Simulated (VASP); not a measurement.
# LaB6 (Pm-3m) in VASP: single point with PBE+D4

Aim: the single point of LaB6 with PBE+D4.

Everything below comes from runs of VASP 6.6.1. Logs are shortened: lines on timing, memory, paths and dates and some standing lists are left out, and cuts for length are marked.

### 1 The cell of the first run

Symmetry: Pm-3m, No. 221, cubic system. The conventional cell has a = 4.157 Å, b = 4.157 Å, c = 4.157 Å, α = 90.00°, β = 90.00°, γ = 90.00°. Within 4.2 Å of La (site symmetry m-3m) lie 24 B at 3.05 Å and 6 La at 4.16 Å. Within 2.2 Å of B (site symmetry 4mm) lie 5 B at 1.64 to 1.78 Å. B (site symmetry 4mm) has 5 B at 1.64 to 1.78 Å within 2.2 Å.

### 2 Single point, PBE+D4

File INCAR:

```
PREC = Accurate ; ENCUT = 500
EDIFF = 1E-6 ; ISMEAR = 1
SIGMA = 0.15 ; LREAL = False
LASPH = True ; NELM = 200
ALGO = Normal ; ISIF = 2
LWAVE = False ; LCHARG = False
GGA = PE ; IVDW = 13
NBANDS = 42 ; GGA_COMPAT = False
LMAXMIX = 6
```

File KPOINTS:

```
Automatic mesh
0
Gamma
  2 4 4
```

File POSCAR:

```
LaB6
1.0
    8.3140000000      0.0000000000      0.0000000000
    0.0000000000      4.1570000000      0.0000000000
    0.0000000000      0.0000000000      4.1570000000
La B
2 12
Direct
    0.0000000000      0.0000000000      0.0000000000
    0.5000000000      0.0000000000      0.0000000000
    0.0987500000      0.5000000000      0.5000000000
    0.2500000000      0.1975000000      0.5000000000
    0.4012500000      0.5000000000      0.5000000000
    0.2500000000      0.8025000000      0.5000000000
    0.2500000000      0.5000000000      0.1975000000
    0.2500000000      0.5000000000      0.8025000000
    0.5987500000      0.5000000000      0.5000000000
    0.7500000000      0.1975000000      0.5000000000
    0.9012500000      0.5000000000      0.5000000000
    0.7500000000      0.8025000000      0.5000000000
    0.7500000000      0.5000000000      0.1975000000
    0.7500000000      0.5000000000      0.8025000000
```

Potentials or basis: VASP PAW PBE potentials, release 64 (La, B).

Run with:

```bash
$ cat potpaw_PBE.64/La/POTCAR potpaw_PBE.64/B/POTCAR > POTCAR
$ mpirun -np 1 vasp_std > vasp.out
```

OUTCAR:

```text
PREC = Accurate
   ENCUT = 500
   EDIFF = 1E-6
   ISMEAR = 1
   LREAL = False
   LASPH = True
   NELM = 200
   ISIF = 2
   GGA = PE
   IVDW = 13

 ion  position               nearest neighbor table
   1  0.000  0.000  0.000-
   2  0.500  0.000  0.000-
   3  0.099  0.500  0.500-  11 1.64   6 1.78   7 1.78   8 1.78   4 1.78
   4  0.250  0.197  0.500-   6 1.64   5 1.78   3 1.78   7 1.78   8 1.78
   5  0.401  0.500  0.500-   9 1.64   6 1.78   7 1.78   8 1.78   4 1.78
   6  0.250  0.803  0.500-   4 1.64   3 1.78   5 1.78   7 1.78   8 1.78
   7  0.250  0.500  0.197-   8 1.64   5 1.78   3 1.78   6 1.78   4 1.78
   8  0.250  0.500  0.803-   7 1.64   5 1.78   3 1.78   6 1.78   4 1.78
   9  0.599  0.500  0.500-   5 1.64  10 1.78  12 1.78  13 1.78  14 1.78
  10  0.750  0.197  0.500-  12 1.64  11 1.78   9 1.78  13 1.78  14 1.78
  11  0.901  0.500  0.500-   3 1.64  10 1.78  12 1.78  13 1.78  14 1.78
  12  0.750  0.803  0.500-  10 1.64   9 1.78  11 1.78  13 1.78  14 1.78
  13  0.750  0.500  0.197-  14 1.64  11 1.78   9 1.78  12 1.78  10 1.78
  14  0.750  0.500  0.803-  13 1.64  11 1.78   9 1.78  12 1.78  10 1.78

  LATTYP: Found a simple tetragonal cell.
 ALAT       =     4.1570000000
 C/A-ratio  =     2.0000000000

  Lattice vectors:

 A1 = (   0.0000000000,   4.1570000000,   0.0000000000)
 A2 = (   0.0000000000,   0.0000000000,   4.1570000000)
 A3 = (   8.3140000000,   0.0000000000,   0.0000000000)

Analysis of symmetry for initial positions (statically):
=====================================================================
 Subroutine PRICEL returns following result:

  LATTYP: Found a simple cubic cell.
 ALAT       =     4.1570000000

  Lattice vectors:

 A1 = (   4.1570000000,   0.0000000000,   0.0000000000)
 A2 = (   0.0000000000,   4.1570000000,   0.0000000000)
 A3 = (   0.0000000000,   0.0000000000,   4.1570000000)

   2 primitive cells build up your supercell.

 Routine SETGRP: Setting up the symmetry group for a
 simple tetragonal supercell.

 Subroutine GETGRP returns: Found 16 space group operations
 (whereof 16 operations were pure point group operations)
 out of a pool of 16 trial point group operations.

The static configuration has the point symmetry D_4h.

Analysis of symmetry for dynamics (positions and initial velocities):
=====================================================================
 Subroutine PRICEL returns following result:

  LATTYP: Found a simple cubic cell.
[... 128 lines left out ...]
   EFERMI =   0.00;   METHOD = LEGACY
   ISMEAR =     1;   SIGMA  =   0.15  broadening in eV -4-tet -1-fermi 0-gaus
   EFERMI_NEDOS =   21; number of points for ismear=-14 and -15
   IALGO  =     38    algorithm
   IMIX   =      4    mixing-type and parameters
     AMIX     =   0.40;   BMIX     =  1.00
     AMIX_MAG =   1.60;   BMIX_MAG =  1.00
  volume/ion in A,a.u.               =      10.26        69.25
  Fermi-wavevector in a.u.,A,eV,Ry     =   1.209932  2.286439 19.918037  1.463934
  Thomas-Fermi vector in A             =   2.345494
   LORBIT       =      0    0 simple, 1 ext, 2 COOP (PROOUT), +10 PAW based schemes
   GGA     = PE    functional components
   LHFCALC =     F    Hartree Fock is set to
   AEXX    =    0.0000 exact exchange contribution
   IVDW    =    13    specifies the selected vdW correction
   LEPSILON=     F    determine dielectric tensor
   LRPA    =     F    only Hartree local field effects (RPA)
 non-spin polarized calculation
 Methfessel and Paxton  Order N= 1 SIGMA  =   0.15
  energy-cutoff  :      500.00
  volume of cell :      143.67
 maximum number of plane-waves:      3679
 NGX is ok and might be reduce to    64
   NGX = 31   NGY = 15   NGZ = 15

 number of electron      58.0000000 magnetization

 Free energy of the ion-electron system (eV)
  ---------------------------------------------------
  ext. energy  EPLUGINS =         0.00000000
  ---------------------------------------------------
  free energy    TOTEN  =       -97.94590785 eV

  energy without entropy =      -97.94446634  energy(sigma->0) =      -97.94542734

 E-fermi :   8.5548     XC(G=0): -11.2570

 val. band max:        8.4708466307   @ k =   0.5000   0.2500   0.0000
 cond. band min:       8.6669261199   @ k =   0.0000   0.2500   0.2500
 fundamental gap:      0.1960794892
 Fermi energy:         8.5547830744

 k-point     1 :       0.0000    0.0000    0.0000
  band No.  band energies     occupation
      1     -24.4773      2.00000
      2     -24.4529      2.00000
      3      -8.9830      2.00000
      4      -8.2146      2.00000
      5      -8.2146      2.00000
      6      -8.2146      2.00000
[... 517 lines left out ...]
     40      10.4669     -0.00000
     41      10.4669     -0.00000
 [bands above 41 left out]

------------------------ aborting loop because EDIFF is reached ----------------------------------------

  DFT-D4 for vdW energy calculation

  Edisp (eV):   -3.87870

  FORCE on cell =-STRESS in cart. coord.  units (eV):
  Direction    XX          YY          ZZ          XY          YZ          ZX
  --------------------------------------------------------------------------------------
  -------------------------------------------------------------------------------------
  Total      -4.41162    -4.41170    -4.41170     0.00000     0.00000     0.00000
  in kB     -49.19703   -49.19792   -49.19792     0.00000     0.00000     0.00000
  external pressure =      -49.20 kB  Pullay stress =        0.00 kB

 VOLUME and BASIS-vectors are now :
 -----------------------------------------------------------------------------
  energy-cutoff  :      500.00
  volume of cell :      143.67
      direct lattice vectors                 reciprocal lattice vectors
     8.314000000  0.000000000  0.000000000     0.120279047  0.000000000  0.000000000
     0.000000000  4.157000000  0.000000000     0.000000000  0.240558095  0.000000000
     0.000000000  0.000000000  4.157000000     0.000000000  0.000000000  0.240558095

 POSITION                                       TOTAL-FORCE (eV/Angst)
 -----------------------------------------------------------------------------------
      0.00000      0.00000      0.00000         0.000000     -0.000000      0.000000
      4.15700      0.00000      0.00000         0.000000     -0.000000     -0.000000
      0.82101      2.07850      2.07850         0.503119     -0.000000      0.000000
      2.07850      0.82101      2.07850         0.000000      0.502417     -0.000000
      3.33599      2.07850      2.07850        -0.503119     -0.000000      0.000000
      2.07850      3.33599      2.07850        -0.000000     -0.502417     -0.000000
      2.07850      2.07850      0.82101         0.000000     -0.000000      0.502417
      2.07850      2.07850      3.33599        -0.000000     -0.000000     -0.502417
      4.97801      2.07850      2.07850         0.503119     -0.000000      0.000000
      6.23550      0.82101      2.07850         0.000000      0.502417     -0.000000
      7.49299      2.07850      2.07850        -0.503119     -0.000000      0.000000
      6.23550      3.33599      2.07850        -0.000000     -0.502417     -0.000000
      6.23550      2.07850      0.82101        -0.000000     -0.000000      0.502417
      6.23550      2.07850      3.33599        -0.000000     -0.000000     -0.502417
 -----------------------------------------------------------------------------------
    total drift:                                0.000000      0.000000      0.000000

  FREE ENERGIE OF THE ION-ELECTRON SYSTEM (eV)
  ---------------------------------------------------
  free  energy   TOTEN  =      -101.8246043361 eV

  energy  without entropy=     -101.8231628272  energy(sigma->0) =     -101.82412383
```

stdout:

```text
POSCAR found type information on POSCAR LaB
 POSCAR found :  2 types and      14 ions
 scaLAPACK will be used
 LDA part: xc-table for (Slater+PW92), standard interpolation
 POSCAR, INCAR and KPOINTS ok, starting setup
 FFT: planning ... GRIDC
 FFT: planning ... GRID_SOFT
 FFT: planning ... GRID
 WAVECAR not read
 entering main loop
```

Wall time 81 s (1 thread of Intel Xeon Platinum 8375C at 2.90GHz (Ice Lake), shared host); peak memory 0.26 GiB.

Results:

| Quantity | Value |
| --- | --- |
| Free energy | -101.8246 eV |
| Pressure | -4.9 GPa |
| Largest force | 0.503 eV/Å |
| Band gap on the k mesh | zero (bands 29 and 30 overlap by 2.99 eV) |
| Dispersion energy per atom | -0.277 eV |

Forces in eV/Å, atoms in the order of the input:
```
La   0.000  0.000  0.000
La   0.000  0.000  0.000
B    0.503  0.000  0.000
B    0.000  0.502  0.000
B   -0.503  0.000  0.000
B    0.000 -0.502  0.000
B    0.000  0.000  0.502
B    0.000  0.000 -0.502
B    0.503  0.000  0.000
B    0.000  0.502  0.000
B   -0.503  0.000  0.000
B    0.000 -0.502  0.000
B    0.000  0.000  0.502
B    0.000  0.000 -0.502
```

Levels at points of the mesh, in eV from the Fermi level:
```
           k point  band 26  band 27  band 28  band 29  band 30  band 31  band 32  band 33
(0.00, 0.00, 0.00)    -1.77    -1.77    -1.77    -1.38     0.18     0.18     0.18     1.49
(0.50, 0.00, 0.00)    -2.86    -1.59    -1.59    -1.49    -1.49     1.30     1.30     1.30
(0.00, 0.50, 0.00)    -2.91    -2.91    -2.50    -1.38     1.04     1.04     1.52     1.56
(0.50, 0.50, 0.00)    -3.08    -3.04    -3.04    -0.81    -0.81     1.10     1.10     1.97
(0.00, 0.50, 0.50)    -2.38    -2.38    -2.38     1.04     1.04     1.55     1.80     1.80
(0.50, 0.50, 0.50)    -2.53    -2.53    -2.53     1.50     1.50     1.50     1.50     1.86
```

Caveat: the k points lie up to 0.38 Å⁻¹ apart, too coarse for converged energies and pressures of a metal; spin-orbit coupling is left out, which moves the levels of the heavy elements.
